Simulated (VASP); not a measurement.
Runs of VASP 6.6.1 on Re. The structure is that of space group P6/mmm (No. 191), or close to it. The cells are those of the table. 

```tsv
cell	k mesh	gap on the mesh (eV)	pressure (GPa)
a = 4.372, b = 4.372, c = 2.750 Å, angles 90.0, 90.0, 120.0°, 3 atoms	9 × 9 × 13	none	15.6
a = 4.603, b = 4.603, c = 2.895 Å, angles 90.0, 90.0, 120.0°, 3 atoms	9 × 9 × 13	none	-26.3
a = 4.432, b = 4.432, c = 2.787 Å, angles 90.0, 90.0, 120.0°, 3 atoms	9 × 9 × 13	none	1.4
a = 4.247, b = 4.247, c = 2.671 Å, angles 90.0, 90.0, 120.0°, 3 atoms	9 × 9 × 13	none	(b)
a = 4.547, b = 4.547, c = 2.860 Å, angles 90.0, 90.0, 120.0°, 3 atoms	9 × 9 × 13	none	(c)
a = 4.432, b = 4.432, c = 2.787 Å, angles 90.0, 90.0, 120.0°, 3 atoms	11 × 11 × 15	none	1.3
a = 4.311, b = 4.311, c = 2.711 Å, angles 90.0, 90.0, 120.0°, 3 atoms	9 × 9 × 13	none	(a)
a = 4.491, b = 4.491, c = 2.824 Å, angles 90.0, 90.0, 120.0°, 3 atoms	9 × 9 × 13	none	-10.0
```

Alike in all rows: task single point; level BLYP; potentials or basis VASP PAW PBE potentials, release 64 (Re); no spin polarisation; cutoff (eV) 520; smearing fermi-dirac 0.1 eV.

Q: Estimate the missing entries.

A: (a) 33.4; (b) 55.6; (c) -19.1.

Caveats: the PAW data sets were made with another functional, which shifts forces and pressure a little; spin-orbit coupling is left out, which moves the levels of the heavy elements.

A k mesh can miss the band edges, and the runs leave out spin-orbit coupling on Re.

A gap of «none» marks levels without a gap at the run's occupations.
